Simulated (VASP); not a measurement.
# SiO2 in VASP: notebook

Runs on SiO2. Level: PBE+D3(BJ). Tasks: single point.

Everything below comes from runs of VASP 6.6.1. Logs are shortened: lines on timing, memory, paths and dates and some standing lists are left out, and cuts for length are marked.

## (1) The cell of the first run

The cell holds a slab with vacuum, 24 atoms: a = 5.913 Å, b = 5.332 Å, c = 15.768 Å, α = 90.00°, β = 90.00°, γ = 90.00°.

## (2) Single point, PBE+D3(BJ)

The input, INCAR:

```
SYSTEM = SiO2
PREC = Accurate ; ENCUT = 520
EDIFF = 1E-6 ; ISMEAR = -1
SIGMA = 0.02 ; LREAL = Auto
LASPH = .TRUE. ; NELM = 100
ALGO = Normal ; ISIF = 2
LWAVE = .FALSE. ; LCHARG = .FALSE.
GGA = PE ; IVDW = 12
NBANDS = 82
```

The input, KPOINTS:

```
Automatic mesh
0
G
  2 2 1
  0 0 0
```

The input, POSCAR:

```
SiO2
1.0
    5.9131100000      0.0000000000      0.0000000000
    0.0000000000      5.3324000000      0.0000000000
    0.0000000000      0.0000000000     15.7677400000
Si O
8 16
Direct
    0.0000000000      0.0000000000      0.0634206297
    0.5000076102      0.2500000000      0.0634206297
    0.5193037167      0.0150588853      0.2986160350
    1.0115320026      0.2488560498      0.2585024867
    0.0000000000      0.5000000000      0.0634206297
    0.5000076102      0.7500000000      0.0634206297
    0.5074994377      0.5062448428      0.2871622693
    1.0153371069      0.7439051834      0.2582424621
    0.0072212423      0.0119270872      0.1733602913
    0.1937051738      0.2500000000      0.0634206297
    0.5031362515      0.0032443178      0.1220783701
    0.8062931351      0.2500000000      0.0634206297
    0.5041509459     -0.0650363814      0.4004251719
    0.6935267566      0.2517440552      0.2669564567
    0.0074410928     -0.0020066012      0.3209147284
    0.3298433481      0.2503000525      0.2658339115
    0.0069844802      0.4879791464      0.1729353731
    0.1937051738      0.7500000000      0.0634206297
    0.5041678575      0.4976933463      0.1228901542
    0.8062931351      0.7500000000      0.0634206297
    0.5150081767      0.5430950416      0.3950471025
    0.6842084791      0.7589265621      0.2573038368
    0.0134954364      0.4957617583      0.3188408738
    0.3144876385      0.7590390818      0.2577731495
```

Potentials or basis: VASP PAW PBE potentials, release 64 (Si, O).

On the command line:

```
$ cat potpaw_PBE.64/Si/POTCAR potpaw_PBE.64/O/POTCAR > POTCAR
$ mpirun -np 1 vasp_std > vasp.out
```

OUTCAR:

```text
SYSTEM = SiO2
   PREC = Accurate
   ENCUT = 520
   EDIFF = 1E-6
   ISMEAR = -1
   LREAL = Auto
   LASPH = .TRUE.
   NELM = 100
   ISIF = 2
   GGA = PE
   IVDW = 12
 IVDW          = 12

 ion  position               nearest neighbor table
   1  0.000  0.000  0.063-   9 1.74  10 1.76  18 1.76  12 1.76  20 1.76   5 2.67   5 2.67
   2  0.500  0.250  0.063-  11 1.61  19 1.62  12 1.81  10 1.81   6 2.67   6 2.67
   3  0.519  0.015  0.299-  13 1.66  14 1.70  16 1.76  22 1.80  24 1.94   7 2.63   7 2.72
   4  0.012  0.249  0.259-  23 1.62  15 1.66   9 1.84  17 1.86  14 1.89  16 1.89   8 2.64   8 2.69

   5  0.000  0.500  0.063-  17 1.73  10 1.76  18 1.76  12 1.76  20 1.76   1 2.67   1 2.67
   6  0.500  0.750  0.063-  11 1.64  19 1.64  20 1.81  18 1.81   2 2.67   2 2.67
   7  0.507  0.506  0.287-  21 1.71  16 1.75  22 1.77  14 1.78  24 1.83   3 2.63   3 2.72
   8  0.015  0.744  0.258-  23 1.63  15 1.68  24 1.77  17 1.92   9 1.96  22 1.96   4 2.64   4 2.69

   9  0.007  0.012  0.173-   1 1.74   4 1.84   8 1.96
  10  0.194  0.250  0.063-   1 1.76   5 1.76   2 1.81
  11  0.503  0.003  0.122-   2 1.61   6 1.64
  12  0.806  0.250  0.063-   1 1.76   5 1.76   2 1.81
  13  0.504  0.935  0.400-   3 1.66
  14  0.694  0.252  0.267-   3 1.70   7 1.78   4 1.89
  15  0.007  0.998  0.321-   4 1.66   8 1.68
  16  0.330  0.250  0.266-   7 1.75   3 1.76   4 1.89
  17  0.007  0.488  0.173-   5 1.73   4 1.86   8 1.92
  18  0.194  0.750  0.063-   1 1.76   5 1.76   6 1.81
  19  0.504  0.498  0.123-   2 1.62   6 1.64
  20  0.806  0.750  0.063-   1 1.76   5 1.76   6 1.81
  21  0.515  0.543  0.395-   7 1.71
  22  0.684  0.759  0.257-   7 1.77   3 1.80   8 1.96
  23  0.013  0.496  0.319-   4 1.62   8 1.63
  24  0.314  0.759  0.258-   8 1.77   7 1.83   3 1.94

  LATTYP: Found a simple orthorhombic cell.
 ALAT       =     5.3324000000
 B/A-ratio  =     1.1089021829
 C/A-ratio  =     2.9569687195

  Lattice vectors:

 A1 = (   0.0000000000,  -5.3324000000,   0.0000000000)
 A2 = (   5.9131100000,   0.0000000000,   0.0000000000)
 A3 = (   0.0000000000,   0.0000000000,  15.7677400000)

Analysis of symmetry for initial positions (statically):
=====================================================================
 Subroutine PRICEL returns:
 Original cell was already a primitive cell.

 Routine SETGRP: Setting up the symmetry group for a
 simple orthorhombic supercell.

 Subroutine GETGRP returns: Found  1 space group operations
 (whereof  1 operations were pure point group operations)
 out of a pool of  8 trial point group operations.

The static configuration has the point symmetry C_1 .
[... 141 lines left out ...]
   NFREE  =      0    steps in history (QN), initial steepest desc. (CG)
   ISIF   =      2    stress and relaxation
   ISYM   =      2    0-nonsym 1-usesym 2-fastsym
   POTIM  = 0.5000    time-step for ionic-motion
   TEBEG  =    0.0;   TEEND  =   0.0 temperature during run
   PSTRESS=    0.0 pullay stress
   NELECT =     128.0000    total number of electrons
   NUPDOWN=      -1.0000    fix difference up-down
   EMIN   =  10.00;   EMAX   =-10.00  energy-range for DOS
   EFERMI =   0.00;   METHOD = LEGACY
   ISMEAR =    -1;   SIGMA  =   0.02  broadening in eV -4-tet -1-fermi 0-gaus
   EFERMI_NEDOS =   21; number of points for ismear=-14 and -15
   IALGO  =     38    algorithm
   IMIX   =      4    mixing-type and parameters
     AMIX     =   0.40;   BMIX     =  1.00
     AMIX_MAG =   1.60;   BMIX_MAG =  1.00
  volume/ion in A,a.u.               =      20.72       139.80
  Fermi-wavevector in a.u.,A,eV,Ry     =   1.041459  1.968072 14.757376  1.084637
  Thomas-Fermi vector in A             =   2.176080
   LORBIT       =      0    0 simple, 1 ext, 2 COOP (PROOUT), +10 PAW based schemes
   GGA     = PE    functional components
   LHFCALC =     F    Hartree Fock is set to
   AEXX    =    0.0000 exact exchange contribution
   IVDW    =    12    specifies the selected vdW correction
   LEPSILON=     F    determine dielectric tensor
   LRPA    =     F    only Hartree local field effects (RPA)
 non-spin polarized calculation
  energy-cutoff  :      520.00
  volume of cell :      497.17
 maximum number of plane-waves:     13448
 NGX is ok and might be reduce to    48
   NGX = 21   NGY = 19   NGZ = 59

 number of electron     128.0000004 magnetization

 Free energy of the ion-electron system (eV)
  ---------------------------------------------------
  ext. energy  EPLUGINS =         0.00000000
  ---------------------------------------------------
  free energy    TOTEN  =      -167.22794803 eV

  energy without entropy =     -167.20868422  energy(sigma->0) =     -167.21831613

 E-fermi :  -0.4433     XC(G=0):  -5.8329

 val. band max:       -0.4482420909   @ k =   0.5000   0.5000   0.0000
 cond. band min:      -0.4229187309   @ k =   0.0000   0.0000   0.0000
 fundamental gap:      0.0253233600
 Fermi energy:        -0.4432818262

 k-point     1 :       0.0000    0.0000    0.0000
  band No.  band energies     occupation
      1     -24.5958      2.00000
      2     -23.0937      2.00000
      3     -22.4808      2.00000
      4     -21.9393      2.00000
      5     -21.7511      2.00000
      6     -21.6450      2.00000
[... 305 lines left out ...]
     75       6.7740      0.00000
     76       6.8593      0.00000
 [bands above 76 left out]

------------------------ aborting loop because EDIFF is reached ----------------------------------------

 Edisp (eV)   -3.69212

 E8    (eV) :    -1.3168

  FORCE on cell =-STRESS in cart. coord.  units (eV):
  Direction    XX          YY          ZZ          XY          YZ          ZX
  --------------------------------------------------------------------------------------
  -------------------------------------------------------------------------------------
  Total      17.38648     0.77653     1.15245     0.98896    -0.37641    -2.35482
  in kB      56.02916     2.50242     3.71386     3.18699    -1.21301    -7.58858
  external pressure =       20.75 kB  Pullay stress =        0.00 kB

 VOLUME and BASIS-vectors are now :
 -----------------------------------------------------------------------------
  energy-cutoff  :      520.00
  volume of cell :      497.17
      direct lattice vectors                 reciprocal lattice vectors
     5.913110000  0.000000000  0.000000000     0.169115745  0.000000000  0.000000000
     0.000000000  5.332400000  0.000000000     0.000000000  0.187532818  0.000000000
     0.000000000  0.000000000 15.767740000     0.000000000  0.000000000  0.063420630

 POSITION                                       TOTAL-FORCE (eV/Angst)
 -----------------------------------------------------------------------------------
      0.00000      0.00000      1.00000         0.094508      0.292069      6.457721
      2.95660      1.33310      1.00000        -0.013939      0.396645     -0.718434
      3.07070      0.08030      4.70850        -0.944384     -2.993329     -0.940485
      0.06819      1.32700      4.07600        -0.027075     -0.905413     -0.185416
      0.00000      2.66620      1.00000         0.085371     -0.277077      6.154336
      2.95660      3.99930      1.00000         0.003705     -0.188201      0.049238
[... 16 lines left out ...]
      0.07980      2.64360      5.02740        -0.345565      0.449992      1.597558
      1.85960      4.04750      4.06450         0.446669     -0.649780     -0.072986
 -----------------------------------------------------------------------------------
    total drift:                                0.007793      0.005772      0.005276

  FREE ENERGIE OF THE ION-ELECTRON SYSTEM (eV)
  ---------------------------------------------------
  free  energy   TOTEN  =      -170.9200707863 eV

  energy  without entropy=     -170.9008069729  energy(sigma->0) =     -170.91043888
```

OSZICAR:

```text
N       E                     dE             d eps       ncg     rms          rms(c)
DAV:   1     0.114666180137E+04    0.11467E+04   -0.61360E+04   656   0.136E+03
DAV:   2    -0.499665692416E+02   -0.11966E+04   -0.11389E+04   878   0.342E+02
DAV:   3    -0.192005698147E+03   -0.14204E+03   -0.14089E+03   784   0.125E+02
[... 24 lines left out ...]
DAV:  28    -0.167227936162E+03   -0.10909E-04   -0.58610E-07   512   0.283E-03    0.167E-03
DAV:  29    -0.167227941844E+03   -0.56816E-05   -0.27688E-07   486   0.180E-03    0.162E-03
DAV:  30    -0.167227946556E+03   -0.47116E-05   -0.32954E-07   496   0.198E-03    0.287E-03
DAV:  31    -0.167227947614E+03   -0.10579E-05   -0.87182E-08   496   0.886E-04    0.138E-03
DAV:  32    -0.167227948033E+03   -0.41910E-06   -0.59819E-08   464   0.864E-04
   1 F= -.17092007E+03 E0= -.17091044E+03  d E =-.192638E-01
```

Run time: 6.2 min. Hardware: 1 thread of Intel Xeon Platinum 8259CL at 2.50GHz (Skylake/Cascade Lake), shared host; peak memory 0.52 GiB.

What came out:

```yaml
Free_energy: -170.9201 eV
Largest_force: 6.465 eV/Å
Band_gap_on_the_k_mesh: zero (bands 64 and 65 overlap by 0.13 eV)
Dispersion_energy_per_atom: -0.154 eV
```

Forces on the atoms (eV/Å):
```
Si   0.095  0.292  6.458
Si  -0.014  0.397 -0.718
Si  -0.944 -2.993 -0.940
Si  -0.027 -0.905 -0.185
Si   0.085 -0.277  6.154
Si   0.004 -0.188  0.049
Si  -0.388  2.107  0.735
Si  -0.326  1.280  0.093
O   -0.160 -0.973 -0.103
O   -1.043  0.025 -3.855
O   -0.142 -0.641  0.576
O    1.323 -0.001 -3.716
O    0.140 -1.119 -0.263
O    0.988  0.564 -0.025
O   -0.191 -0.199  0.599
O   -0.768  0.064  0.128
O   -0.159  1.058  0.060
O   -1.356  0.015 -3.261
O   -0.184  0.425  1.002
O    1.618  0.037 -3.161
O   -0.155  1.548 -0.953
O    1.503 -0.315 -0.197
O   -0.346  0.450  1.598
O    0.447 -0.650 -0.073
```

Caveat: the k points lie up to 0.59 Å⁻¹ apart.

## (3) Single point, PBE+D3(BJ)

The input, INCAR:

```
SYSTEM = SiO2
ALGO = Normal
EDIFF = 1E-6
ENCUT = 520
GGA = PE
ISIF = 2
ISMEAR = -1
IVDW = 12
LASPH = .TRUE.
LCHARG = .TRUE.
LELF = .TRUE.
LREAL = Auto
LVHAR = .TRUE.
LWAVE = .FALSE.
NBANDS = 82
NELM = 80
PREC = Accurate
SIGMA = 0.02
```

The input, KPOINTS:

```
k-points
0
G
  2 2 1
  0 0 0
```

The input, POSCAR:

```
SiO2
1.0
    5.9131100000      0.0000000000      0.0000000000
    0.0000000000      5.3324000000      0.0000000000
    0.0000000000      0.0000000000     15.7677400000
Si O
8 16
Direct
    0.0000000000      0.0000000000      0.0634206297
    0.5000076102      0.2500000000      0.0634206297
    0.5159552249     -0.0159590428      0.2833253212
    1.0130709559      0.2601830320      0.2725057618
    0.0000000000      0.5000000000      0.0634206297
    0.5000076102      0.7500000000      0.0634206297
    0.5257470265      0.5053071788      0.2833126371
    1.0081327762      0.7530192784      0.2649333386
    0.0111954623     -0.0056447378      0.1804570598
    0.1937051738      0.2500000000      0.0634206297
    0.4972172004      0.0081201710      0.1297142140
    0.8062931351      0.2500000000      0.0634206297
    0.5225676505     -0.0764758833      0.3909247616
    0.6942032196      0.2507126247      0.2799576858
    0.0235916464      0.0001687795      0.3333641980
    0.3304690763      0.2437926637      0.2844795767
    0.0119226600      0.5084577301      0.1811039502
    0.1937051738      0.7500000000      0.0634206297
    0.4958473629      0.4953116795      0.1317944106
    0.8062931351      0.7500000000      0.0634206297
    0.5121670322      0.5761758308      0.3933664558
    0.7145985784      0.7558135174      0.2558705306
    0.0184167046      0.5138024154      0.3316708672
    0.3360160728      0.7493436351      0.2527819459
```

Potentials or basis: VASP PAW PBE potentials, release 64 (Si, O).

On the command line:

```
$ cat potpaw_PBE.64/Si/POTCAR potpaw_PBE.64/O/POTCAR > POTCAR
$ mpirun -np 1 vasp_std > vasp.out
```

Run time: 7 min. Hardware: 1 thread of Intel Xeon Platinum 8259CL at 2.50GHz (Skylake/Cascade Lake), shared host; peak memory 0.52 GiB.

Results (log left out):

* Free energy: -171.1779 eV
* Largest force: 7.696 eV/Å
* Band gap on the k mesh: 0.02 eV
* Dispersion energy per atom: -0.153 eV

Forces in eV/Å, atoms in the order of the input:
```
Si   0.328 -0.034  7.689
Si  -0.136  0.810  0.754
Si  -0.623  0.740  1.173
Si   0.734 -1.140 -0.241
Si   0.336  0.036  7.480
Si  -0.180 -0.361  1.732
Si  -1.891  0.846  1.402
Si   1.421  0.990 -0.685
O   -0.117  1.276 -0.923
O   -1.815  0.042 -3.133
O    0.343 -0.973 -0.758
O    1.730  0.061 -2.731
O   -0.106 -3.159  0.056
O    2.294 -0.518 -1.306
O   -0.607 -0.235 -0.527
O   -0.375  0.737 -1.575
O   -0.218 -1.424 -0.952
O   -1.540  0.022 -3.188
O    0.481  0.337 -1.077
O    1.468 -0.008 -2.774
O    0.341  3.050 -1.077
O   -0.910 -0.578 -0.115
O   -0.239 -0.103  0.492
O   -0.721 -0.413  0.283
```

Levels at points of the mesh, in eV from the valence-band top:
| k point | band 60 | band 61 | band 62 | band 63 | band 64 | band 65 | band 66 | band 67 | band 68 | band 69 |
| --- | --- | --- | --- | --- | --- | --- | --- | --- | --- | --- |
| (0.00, 0.00, 0.00) | -0.91 | -0.87 | -0.79 | -0.13 | -0.07 | 0.26 | 0.78 | 1.19 | 1.44 | 2.20 |
| (0.50, 0.00, 0.00) | -1.03 | -0.96 | -0.77 | -0.46 | -0.16 | 0.54 | 1.00 | 1.43 | 1.86 | 2.40 |
| (0.00, 0.50, 0.00) | -1.00 | -0.46 | -0.36 | -0.34 | -0.23 | 0.05 | 0.89 | 0.89 | 1.17 | 5.15 |
| (0.50, 0.50, 0.00) | -0.87 | -0.80 | -0.60 | -0.07 | 0.00 | 0.02 | 0.75 | 0.76 | 1.18 | 5.71 |

Caveat: the k points lie up to 0.59 Å⁻¹ apart.

(Part 1 of 2 ends here.)
